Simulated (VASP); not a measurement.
# Bi7Sb (R3m) in VASP: notebook

Bi7Sb is run at these levels: PBE+D3(BJ); tasks: relaxation of cell and atoms.

All numbers are computed with VASP 6.6.1; they aren't measurements. Logs are shortened: lines on timing, memory, paths and dates and some standing lists are left out, and cuts for length are marked.

**1. The cell of the first run**

The structure is trigonal, space group R3m (No. 160). Conventional cell: a = 9.015 Å, b = 9.015 Å, c = 11.742 Å, α = 90.00°, β = 90.00°, γ = 120.00°. Within 4.0 Å of Sb (site symmetry 3m) lie 6 Bi at 3.05 to 3.49 Å. Bi (site symmetry m) has 6 Bi at 3.05 to 3.49 Å within 4.0 Å. Within 4.0 Å of Bi (site symmetry 3m) lie 6 Bi at 3.05 to 3.49 Å. Bi (site symmetry m) has 4 Bi at 3.05 to 3.49 Å and 2 Sb at 3.05 to 3.49 Å within 4.0 Å.

**2. Relaxation of cell and atoms, PBE+D3(BJ)**

The input, INCAR:

```
SYSTEM = Bi7Sb
PREC = Accurate ; ENCUT = 600
EDIFF = 1E-6 ; ISMEAR = 0
SIGMA = 0.03 ; LREAL = .FALSE.
LASPH = .TRUE. ; NELM = 80
ALGO = Normal ; ISIF = 3
LWAVE = .FALSE. ; LCHARG = .FALSE.
GGA = PE ; IVDW = 12
IBRION = 2 ; NSW = 90
EDIFFG = -0.01 ; KPAR = 4
```

The input, KPOINTS:

```
regular mesh
0
G
  6 6 4
  0 0 0
```

The input, POSCAR:

```
Bi7Sb
1.0
    9.0149569400      0.0000000000      0.0000000000
    4.5074784700     -7.8071817200      0.0000000000
    4.5074784700     -2.6023939100     -7.8282029600
Sb Bi
2 14
Direct
    0.1170000000      0.6170000000      0.1490000000
    0.6170000000      0.1170000000      0.6490000000
    0.1170000000      0.1170000000      0.1490000000
    0.1170000000      0.6170000000      0.6490000000
    0.1170000000      0.1170000000      0.6490000000
    0.6170000000      0.6170000000      0.1490000000
    0.6170000000      0.1170000000      0.1490000000
    0.6170000000      0.6170000000      0.6490000000
    0.3830000000      0.8830000000      0.3510000000
    0.3830000000      0.3830000000      0.3510000000
    0.3830000000      0.8830000000      0.8510000000
    0.3830000000      0.3830000000      0.8510000000
    0.8830000000      0.8830000000      0.3510000000
    0.8830000000      0.3830000000      0.3510000000
    0.8830000000      0.8830000000      0.8510000000
    0.8830000000      0.3830000000      0.8510000000
```

Potentials or basis: VASP PAW PBE potentials, release 64 (Sb, Bi_d).

Command:

```
cat potpaw_PBE.64/Sb/POTCAR potpaw_PBE.64/Bi_d/POTCAR > POTCAR
mpirun -np 4 vasp_std > vasp.out
```

OUTCAR:

```text
SYSTEM = Bi7Sb
   PREC = Accurate
   ENCUT = 600
   EDIFF = 1E-6
   ISMEAR = 0
   LREAL = .FALSE.
   LASPH = .TRUE.
   NELM = 80
   ISIF = 3
   GGA = PE
   IVDW = 12
   IBRION = 2
   NSW = 90
   EDIFFG = -0.01
 IVDW          = 12

 ion  position               nearest neighbor table
   1  0.117  0.617  0.149-  13 3.05  14 3.05  10 3.05  15 3.49  11 3.49  12 3.49
   2  0.617  0.117  0.649-  12 3.05  11 3.05  15 3.05  10 3.49  14 3.49  13 3.49
   3  0.117  0.117  0.149-  14 3.05  13 3.05   9 3.05  16 3.49  12 3.49  11 3.49
   4  0.117  0.617  0.649-  15 3.05  16 3.05  12 3.05  13 3.49   9 3.49  10 3.49
   5  0.117  0.117  0.649-  16 3.05  15 3.05  11 3.05  14 3.49  10 3.49   9 3.49
   6  0.617  0.617  0.149-   9 3.05  10 3.05  14 3.05  11 3.49  15 3.49  16 3.49
[... 8 lines left out ...]
  15  0.883  0.883  0.851-   4 3.05   5 3.05   2 3.05   1 3.49   6 3.49   7 3.49
  16  0.883  0.383  0.851-   5 3.05   4 3.05   8 3.05   3 3.49   7 3.49   6 3.49
[... 7 lines left out ...]
 A1 = (  -4.5074784700,  -2.6023939100,  -7.8282029600)
 A2 = (   0.0000000000,   5.2047878100,  -7.8282029600)
 A3 = (   4.5074784700,  -2.6023939100,  -7.8282029600)

Analysis of symmetry for initial positions (statically):
=====================================================================
 Subroutine PRICEL returns following result:

  LATTYP: Found a trigonal (rhomboedric) cell.
 ALAT       =     6.5122965684
 COS(alpha) =     0.0418599866

  Lattice vectors:

 A1 = (   0.0000000000,  -5.2047878150,  -3.9141014800)
 A2 = (  -4.5074784700,   2.6023939050,  -3.9141014800)
 A3 = (   4.5074784700,   2.6023939050,  -3.9141014800)

   2 primitive cells build up your supercell.

 Routine SETGRP: Setting up the symmetry group for a
 trigonal (rhombohedral) supercell.

 Subroutine GETGRP returns: Found  6 space group operations
 (whereof  2 operations were pure point group operations)
 out of a pool of 12 trial point group operations.

The static configuration has the point symmetry C_1h.
 The point group associated with its full space group is C_3v.

Analysis of symmetry for dynamics (positions and initial velocities):
=====================================================================
 Subroutine PRICEL returns following result:

  LATTYP: Found a trigonal (rhomboedric) cell.
 ALAT       =     6.5122965684
 COS(alpha) =     0.0418599866

  Lattice vectors:

 A1 = (   0.0000000000,  -5.2047878150,  -3.9141014800)
 A2 = (  -4.5074784700,   2.6023939050,  -3.9141014800)
 A3 = (   4.5074784700,   2.6023939050,  -3.9141014800)

   2 primitive cells build up your supercell.

 Routine SETGRP: Setting up the symmetry group for a
 trigonal (rhombohedral) supercell.

 Subroutine GETGRP returns: Found  6 space group operations
 (whereof  2 operations were pure point group operations)
 out of a pool of 12 trial point group operations.
[... 135 lines left out ...]
   NELM   =     80;   NELMIN=  2; NELMDL= -5     # of ELM steps
   EDIFF  = 0.1E-05   stopping-criterion for ELM
   LREAL  =      F    real-space projection
   EDIFFG = -.1E-01   stopping-criterion for IOM
   NSW    =     90    number of steps for IOM
   IBRION =      2    ionic relax: 0-MD 1-quasi-New 2-CG
   NFREE  =      1    steps in history (QN), initial steepest desc. (CG)
   ISIF   =      3    stress and relaxation
   ISYM   =      2    0-nonsym 1-usesym 2-fastsym
   POTIM  = 0.5000    time-step for ionic-motion
   TEBEG  =    0.0;   TEEND  =   0.0 temperature during run
   PSTRESS=    0.0 pullay stress
   NELECT =     220.0000    total number of electrons
   NUPDOWN=      -1.0000    fix difference up-down
   EMIN   =  10.00;   EMAX   =-10.00  energy-range for DOS
   EFERMI =   0.00;   METHOD = LEGACY
   ISMEAR =     0;   SIGMA  =   0.03  broadening in eV -4-tet -1-fermi 0-gaus
   EFERMI_NEDOS =   21; number of points for ismear=-14 and -15
   IALGO  =     38    algorithm
   IMIX   =      4    mixing-type and parameters
     AMIX     =   0.40;   BMIX     =  1.00
     AMIX_MAG =   1.60;   BMIX_MAG =  1.00
  volume/ion in A,a.u.               =      34.43       232.38
  Fermi-wavevector in a.u.,A,eV,Ry     =   1.205524  2.278109 19.773172  1.453287
  Thomas-Fermi vector in A             =   2.341217
   LORBIT       =      0    0 simple, 1 ext, 2 COOP (PROOUT), +10 PAW based schemes
   GGA     = PE    functional components
   LHFCALC =     F    Hartree Fock is set to
   AEXX    =    0.0000 exact exchange contribution
   IVDW    =    12    specifies the selected vdW correction
   LEPSILON=     F    determine dielectric tensor
   LRPA    =     F    only Hartree local field effects (RPA)
 conjugate gradient relaxation of ions
 non-spin polarized calculation
 Gauss-broadening in eV      SIGMA  =   0.03
  energy-cutoff  :      600.00
  volume of cell :      550.96
 maximum number of plane-waves:     18426
   NGX = 37   NGY = 37   NGZ = 37

--------------------------------------- Ionic step        1  -------------------------------------------

 number of electron     220.0000027 magnetization

 Free energy of the ion-electron system (eV)
  ---------------------------------------------------
  ext. energy  EPLUGINS =         0.00000000
  ---------------------------------------------------
  free energy    TOTEN  =       -62.44154073 eV

  energy without entropy =      -62.44071033  energy(sigma->0) =      -62.44112553

------------------------ aborting loop because EDIFF is reached ----------------------------------------

 Edisp (eV)   -7.31831

 E8    (eV) :    -3.6105
[... 147 lines left out ...]
  FREE ENERGIE OF THE ION-ELECTRON SYSTEM (eV)
  ---------------------------------------------------
  free  energy   TOTEN  =       -69.8184935410 eV

  energy  without entropy=      -69.8178624669  energy(sigma->0) =      -69.81817800

[... ionic steps 4 to 7 ...]

--------------------------------------- Ionic step        8  -------------------------------------------

 number of electron     220.0000016 magnetization

------------------------ aborting loop because EDIFF is reached ----------------------------------------
[... 103 lines left out ...]
--------------------------------------- Ionic step       10  -------------------------------------------

 number of electron     220.0000017 magnetization

 Free energy of the ion-electron system (eV)
  ---------------------------------------------------
  ext. energy  EPLUGINS =         0.00000000
  ---------------------------------------------------
  free energy    TOTEN  =       -62.44790431 eV

  energy without entropy =      -62.44714232  energy(sigma->0) =      -62.44752331

 E-fermi :   6.5663     XC(G=0):  -9.6088

 val. band max:        6.5453247524   @ k =   0.5000  -0.0000   0.2500
 cond. band min:       6.5720516525   @ k =  -0.3333  -0.3333   0.2500
 fundamental gap:      0.0267269001
 Fermi energy:         6.5662764275

 k-point     1 :       0.0000    0.0000    0.0000
  band No.  band energies     occupation
      1     -16.3934      2.00000
      2     -16.3934      2.00000
      3     -16.3899      2.00000
      4     -16.3196      2.00000
      5     -16.3196      2.00000
      6     -16.2754      2.00000
[... 2989 lines left out ...]
    121       9.1213      0.00000
    122       9.2095      0.00000

 [... further k-points ...]

 [bands above 122 left out]

------------------------ aborting loop because EDIFF is reached ----------------------------------------

 Edisp (eV)   -7.39973

 E8    (eV) :    -3.6501
[... 39 lines left out ...]
  FREE ENERGIE OF THE ION-ELECTRON SYSTEM (eV)
  ---------------------------------------------------
  free  energy   TOTEN  =       -69.8476352675 eV

  energy  without entropy=      -69.8468732765  energy(sigma->0) =      -69.84725427

 reached required accuracy - stopping structural energy minimisation
```

OSZICAR:

```text
N       E                     dE             d eps       ncg     rms          rms(c)
DAV:   1     0.311228124095E+04    0.31123E+04   -0.11448E+05 10608   0.214E+03
DAV:   2     0.440345810081E+03   -0.26719E+04   -0.26265E+04 10560   0.615E+02
DAV:   3    -0.205457556661E+02   -0.46089E+03   -0.44248E+03 11728   0.249E+02
[... 99 lines left out ...]
DAV:   1    -0.624475686238E+02    0.65259E-03   -0.11039E-01 11116   0.874E-01    0.318E-02
DAV:   2    -0.624479224526E+02   -0.35383E-03   -0.35705E-03 14692   0.249E-01    0.203E-02
DAV:   3    -0.624479140668E+02    0.83858E-05   -0.47267E-05 12896   0.303E-02    0.136E-02
DAV:   4    -0.624479048439E+02    0.92229E-05   -0.21468E-05 13156   0.254E-02    0.311E-03
DAV:   5    -0.624479043097E+02    0.53420E-06   -0.12738E-06  6000   0.592E-03
  10 F= -.69847635E+02 E0= -.69847254E+02  d E =-.325516E-03
```

CONTCAR:

```text
Bi7Sb
   1.00000000000000
     9.0177669716700795    0.0000000000000000    0.0000000000000000
     4.5088834858350397   -7.8096152788085957    0.0000000000380219
     4.5088834858350397   -2.6032050962323439   -7.7388773888873841
  Sb              Bi
     2    14
Direct
     0.1169653890620925    0.6169653890620930    0.1491038328137152
     0.6169653890620925    0.1169653890620928    0.6491038328137152
     0.1186014180974423    0.1190221473884704    0.1433542871256129
     0.1190221473884674    0.6190221473884703    0.6433542871256128
     0.1190221473884674    0.1186014180974452    0.6433542871256129
     0.6190221473884674    0.6186014180974453    0.1433542871256128
[... 8 lines left out ...]
     0.8776631509211672    0.8837103270099106    0.8549161950590188
     0.8813050931225401    0.3813050931225375    0.8560847206323893

  0.00000000E+00  0.00000000E+00  0.00000000E+00
  0.00000000E+00  0.00000000E+00  0.00000000E+00
  0.00000000E+00  0.00000000E+00  0.00000000E+00
  0.00000000E+00  0.00000000E+00  0.00000000E+00
  0.00000000E+00  0.00000000E+00  0.00000000E+00
  0.00000000E+00  0.00000000E+00  0.00000000E+00
[... 8 lines left out ...]
  0.00000000E+00  0.00000000E+00  0.00000000E+00
  0.00000000E+00  0.00000000E+00  0.00000000E+00
```

It took 1.7 h on 4 MPI ranks of Intel Xeon 6975P-C (Granite Rapids), shared host; peak memory 2.5 GiB.

What came out:

| Quantity | Value |
| --- | --- |
| Free energy | -69.8476 eV |
| Relaxed volume | 34.06 Å³/atom |
| Relaxed cell | a = 9.018 Å, b = 9.018 Å, c = 9.327 Å, α = 61.09°, β = 61.09°, γ = 60.00° |
| Space group after relaxing (to 0.1 Å) | R3m (No. 160) |
| Energy gained by relaxing | 5.5 meV/atom |
| Ionic steps | 10 |
| Pressure after relaxing | 0.0 GPa |
| Largest force after relaxing | 0.009 eV/Å |
| Band gap on the k mesh | zero (bands 110 and 111 overlap by 0.22 eV) |
| Dispersion energy per atom | -0.462 eV |

Forces in eV/Å, atoms in the order of the input:
```
Sb   0.000  0.000  0.001
Sb   0.000  0.000  0.001
Bi  -0.006 -0.004 -0.006
Bi   0.006 -0.004 -0.006
Bi   0.000  0.007 -0.006
Bi   0.000  0.007 -0.006
Bi   0.006 -0.004 -0.006
Bi  -0.006 -0.004 -0.006
Bi   0.000  0.000  0.009
Bi  -0.006 -0.004  0.003
Bi   0.006 -0.004  0.003
Bi   0.000  0.007  0.003
Bi   0.000  0.007  0.003
Bi   0.006 -0.004  0.003
Bi  -0.006 -0.004  0.003
Bi   0.000  0.000  0.009
```

The path:
| step | energy change (eV) | largest force (eV/Å) | pressure (GPa) | volume (Å³) |
| --- | --- | --- | --- | --- |
| 1 | 0.0000 | 0.3223 | 0.14 | 550.96 |
| 2 | -0.0473 | 0.1608 | -0.32 | 553.39 |
| 3 | -0.0586 | 0.0812 | -0.66 | 555.35 |
| 4 | -0.0832 | 0.0250 | -0.06 | 547.06 |
| 5 | -0.0834 | 0.0369 | 0.01 | 546.19 |
| 6 | -0.0851 | 0.0357 | 0.00 | 545.94 |
| 7 | -0.0873 | 0.0330 | 0.00 | 545.32 |
| 8 | -0.0875 | 0.0319 | 0.00 | 545.07 |
| 9 | -0.0877 | 0.0177 | -0.01 | 545.04 |
| 10 | -0.0878 | 0.0092 | -0.03 | 545.01 |

Final structure:
```
Sb Bi
1.0
     9.01777    0.00000    0.00000
     4.50888   -7.80962    0.00000
     4.50888   -2.60321   -7.73888
Sb Bi
2 14
Direct
  0.11697 0.61697 0.14910
  0.61697 0.11697 0.64910
  0.11860 0.11902 0.14335
  0.11902 0.61902 0.64335
  0.11902 0.11860 0.64335
  0.61902 0.61860 0.14335
  0.61902 0.11902 0.14335
  0.61860 0.61902 0.64335
  0.38131 0.88131 0.35608
  0.37766 0.38371 0.35492
  0.38371 0.88371 0.85492
  0.38371 0.37766 0.85492
  0.88371 0.87766 0.35492
  0.88371 0.38371 0.35492
  0.87766 0.88371 0.85492
  0.88131 0.38131 0.85608
```

Caveat: spin-orbit coupling is left out, which moves the levels of the heavy elements.

**3. Relaxation of cell and atoms, PBE+D3(BJ)**

This run uses another cell than the first one, of 34.06 Å³/atom.

The input, INCAR:

```
SYSTEM = Bi7Sb
PREC = Accurate ; ENCUT = 600
EDIFF = 1E-7 ; ISMEAR = 0
SIGMA = 0.03 ; LREAL = .FALSE.
LASPH = .TRUE. ; NELM = 80
ALGO = Normal ; ISIF = 3
LWAVE = .FALSE. ; LCHARG = .FALSE.
GGA = PE ; IVDW = 12
IBRION = 2 ; NSW = 90
EDIFFG = -0.005 ; KPAR = 4
```

KPOINTS is that of step 2.

The input, POSCAR:

```
Bi7Sb                                   
1.0
    9.0177669717      0.0000000000      0.0000000000
    4.5088834858     -7.8096152788      0.0000000000
    4.5088834858     -2.6032050962     -7.7388773889
  Sb              Bi            
     2    14
Direct
     0.1169653890620925    0.6169653890620930    0.1491038328137152
     0.6169653890620925    0.1169653890620928    0.6491038328137152
     0.1186014180974423    0.1190221473884704    0.1433542871256129
     0.1190221473884674    0.6190221473884703    0.6433542871256128
     0.1190221473884674    0.1186014180974452    0.6433542871256129
     0.6190221473884674    0.6186014180974453    0.1433542871256128
     0.6190221473884674    0.1190221473884704    0.1433542871256129
     0.6186014180974422    0.6190221473884703    0.6433542871256128
     0.3813050931225403    0.8813050931225377    0.3560847206323891
     0.3776631509211672    0.3837103270099106    0.3549161950590187
     0.3837103270099106    0.8837103270099106    0.8549161950590188
     0.3837103270099123    0.3776631509211625    0.8549161950590201
     0.8837103270099123    0.8776631509211625    0.3549161950590199
     0.8837103270099107    0.3837103270099106    0.3549161950590187
     0.8776631509211672    0.8837103270099106    0.8549161950590188
     0.8813050931225401    0.3813050931225375    0.8560847206323893
```

Potentials or basis: VASP PAW PBE potentials, release 64 (Sb, Bi_d).

Command:

```
cat potpaw_PBE.64/Sb/POTCAR potpaw_PBE.64/Bi_d/POTCAR > POTCAR
mpirun -np 4 vasp_std > vasp.out
```

Run time: 1.8 h. Hardware: 4 MPI ranks of Intel Xeon 6975P-C (Granite Rapids), shared host; peak memory 2.5 GiB.

Results (log left out):

| Quantity | Value |
| --- | --- |
| Free energy | -69.8476 eV |
| Relaxed volume | 34.04 Å³/atom |
| Relaxed cell | a = 9.015 Å, b = 9.015 Å, c = 9.325 Å, α = 61.09°, β = 61.09°, γ = 60.00° |
| Space group after relaxing (to 0.1 Å) | R3m (No. 160) |
| Energy gained by relaxing | 0.0 meV/atom |
| Ionic steps | 11 |
| Pressure after relaxing | 0.0 GPa |
| Largest force after relaxing | 0.004 eV/Å |
| Band gap on the k mesh | zero (bands 110 and 111 overlap by 0.21 eV) |
| Dispersion energy per atom | -0.463 eV |

Forces in eV/Å, atoms in the order of the input:
```
Sb   0.000  0.000  0.003
Sb   0.000  0.000  0.003
Bi   0.000  0.000  0.002
Bi   0.000  0.000  0.002
Bi   0.000  0.000  0.002
Bi   0.000  0.000  0.002
Bi   0.000  0.000  0.002
Bi   0.000  0.000  0.002
Bi   0.000  0.000  0.001
Bi   0.002  0.001 -0.003
Bi  -0.002  0.001 -0.003
Bi   0.000 -0.002 -0.003
Bi   0.000 -0.002 -0.003
Bi  -0.002  0.001 -0.003
Bi   0.002  0.001 -0.003
Bi   0.000  0.000  0.001
```

The path:
```
step  energy change (eV)  largest force (eV/Å)  pressure (GPa)  volume (Å³)
   1              0.0000                0.0094           -0.03       545.01
   2             -0.0001                0.0072            0.02       544.50
   3             -0.0001                0.0076            0.01       544.61
   4             -0.0001                0.0066            0.01       544.62
   5             -0.0002                0.0075            0.01       544.67
   6             -0.0004                0.0101            0.00       544.77
   7             -0.0005                0.0154           -0.01       544.97
   8             -0.0005                0.0133           -0.01       544.89
   9             -0.0005                0.0112            0.00       544.83
  10             -0.0007                0.0054            0.01       544.65
  11             -0.0007                0.0037            0.02       544.57
```

Final structure:
```cif
data_structure
_symmetry_space_group_name_H-M 'P 1'
_symmetry_Int_Tables_number 1
_cell_length_a 9.0154
_cell_length_b 9.0154
_cell_length_c 9.3245
_cell_angle_alpha 61.091
_cell_angle_beta 61.091
_cell_angle_gamma 60.000
_cell_volume 544.57
loop_
_atom_site_label
_atom_site_type_symbol
_atom_site_fract_x
_atom_site_fract_y
_atom_site_fract_z
_atom_site_occupancy
Sb1 Sb 0.11736 0.61736 0.14792 1
Sb2 Sb 0.61736 0.11736 0.64792 1
Bi1 Bi 0.11706 0.11956 0.14383 1
Bi2 Bi 0.11956 0.61956 0.64383 1
Bi3 Bi 0.11956 0.11706 0.64383 1
Bi4 Bi 0.61956 0.61706 0.14383 1
Bi5 Bi 0.61956 0.11956 0.14383 1
Bi6 Bi 0.61706 0.61956 0.64383 1
Bi7 Bi 0.38179 0.88179 0.35463 1
Bi8 Bi 0.37623 0.38422 0.35532 1
Bi9 Bi 0.38422 0.88422 0.85532 1
Bi10 Bi 0.38422 0.37623 0.85532 1
Bi11 Bi 0.88422 0.87623 0.35532 1
Bi12 Bi 0.88422 0.38422 0.35532 1
Bi13 Bi 0.87623 0.88422 0.85532 1
Bi14 Bi 0.88179 0.38179 0.85463 1
```

Levels at points of the mesh, in eV from the Fermi level:
| k point | band 107 | band 108 | band 109 | band 110 | band 111 | band 112 | band 113 | band 114 |
| --- | --- | --- | --- | --- | --- | --- | --- | --- |
| (0.00, 0.00, 0.00) | -0.55 | -0.32 | -0.30 | -0.30 | -0.20 | -0.20 | 0.03 | 0.37 |
| (0.50, 0.00, 0.00) | -1.22 | -1.22 | -1.01 | -1.01 | 1.24 | 1.24 | 1.68 | 1.68 |
| (0.50, 0.50, 0.00) | -0.90 | -0.81 | -0.33 | -0.22 | 0.65 | 0.73 | 0.93 | 0.97 |
| (0.00, 0.00, 0.50) | -1.05 | -1.05 | -1.05 | -1.05 | 1.56 | 1.56 | 1.73 | 1.73 |

Caveat: spin-orbit coupling is left out, which moves the levels of the heavy elements.
